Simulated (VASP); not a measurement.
Set up this calculation in VASP 6.6.1, as the native input.

```yaml
Task: single point
Functional: r2SCAN
Potentials_or_basis: VASP PAW PBE potentials, release 64 (Sn_d, O)
Cutoff: 520 eV
k_mesh: 6 × 6 × 8
Occupations: gaussian, width 0.02 eV
Spin: no spin polarisation
Dipole_correction: no
Further_INCAR_settings: ALGO = Normal; EDIFF = 1e-06; NBANDS = 35
```

SnO2:

```
Sn O
1.0
     4.54504    0.00000    0.00000
     0.00000    4.54504    0.00000
     0.00000    0.00000    3.32027
Sn O
2 4
Direct
  0.50000 0.50000 0.50000
  0.00000 0.00000 0.00000
  0.19238 0.80762 0.50000
  0.80762 0.19238 0.50000
  0.30762 0.30762 0.00000
  0.69238 0.69238 0.00000
```

This cell differs from its parent crystal: biaxial strain in the a-b plane: -4.5 %, then relaxed in part.

One way to write it, as run:

POSCAR

```
SnO2
1.0
    4.5450365398      0.0000000000      0.0000000000
    0.0000000000      4.5450365398      0.0000000000
    0.0000000000      0.0000000000      3.3202673074
Sn O
2 4
Direct
    0.5000000000      0.5000000000      0.5000000000
    0.0000000000      0.0000000000      0.0000000000
    0.1923786485      0.8076213515      0.5000000000
    0.8076213515      0.1923786485      0.5000000000
    0.3076213515      0.3076213515      0.0000000000
    0.6923786485      0.6923786485      0.0000000000
```

INCAR.step1

```
PREC     = Accurate       # precision mode
ENCUT    = 520            # plane-wave cutoff, eV
ISMEAR   = 0              # smearing method
SIGMA    = 0.02           # smearing width, eV
LREAL    = F              # projectors in reciprocal space
LASPH    = T              # aspherical terms in the spheres
NELM     = 100            # most SCF steps
NBANDS   = 35             # bands
GGA      = PE             # functional
ALGO     = Normal         # electronic algorithm
EDIFF    = 1E-4           # SCF threshold, eV
LWAVE    = T              # write WAVECAR
LCHARG   = F              # write CHGCAR
```

INCAR.step2

```
PREC     = Accurate       # precision mode
ENCUT    = 520            # plane-wave cutoff, eV
EDIFF    = 1E-6           # SCF threshold, eV
ISMEAR   = 0              # smearing method
SIGMA    = 0.02           # smearing width, eV
LREAL    = F              # projectors in reciprocal space
LASPH    = T              # aspherical terms in the spheres
NELM     = 100            # most SCF steps
ALGO     = Normal         # electronic algorithm
ISIF     = 2              # what is computed and relaxed
LWAVE    = F              # write WAVECAR
LCHARG   = F              # write CHGCAR
METAGGA  = R2SCAN         # meta-GGA
LMIXTAU  = T            
NBANDS   = 35             # bands
ISTART   = 1
```

KPOINTS

```
regular mesh
0
Gamma
  6 6 8
```

Potentials or basis: VASP PAW PBE potentials, release 64 (Sn_d, O).

Run with:

```sh
$ cat potpaw_PBE.64/Sn_d/POTCAR potpaw_PBE.64/O/POTCAR > POTCAR
$ cp INCAR.step1 INCAR
$ mpirun -np 1 vasp_std > vasp.out
$ cp INCAR.step2 INCAR
$ mpirun -np 1 vasp_std > vasp.out
```

It gave:

```yaml
Pressure: 12.4 GPa
Largest_force: 0.020 eV/Å
Band_gap_on_the_k_mesh: 2.28 eV
```

Caveat: the cell differs from its parent crystal (biaxial strain in the a-b plane: -4.5 %, then relaxed in part); the cell stands under pressure; the PAW data sets were made with another functional, which shifts forces and pressure a little; spin-orbit coupling is left out, which moves the levels of the heavy elements.

Wall time 2.6 min on 1 thread of Intel(R) Xeon(R) 6975P-C (Granite Rapids), on a shared host, peak memory 0.25 GiB.
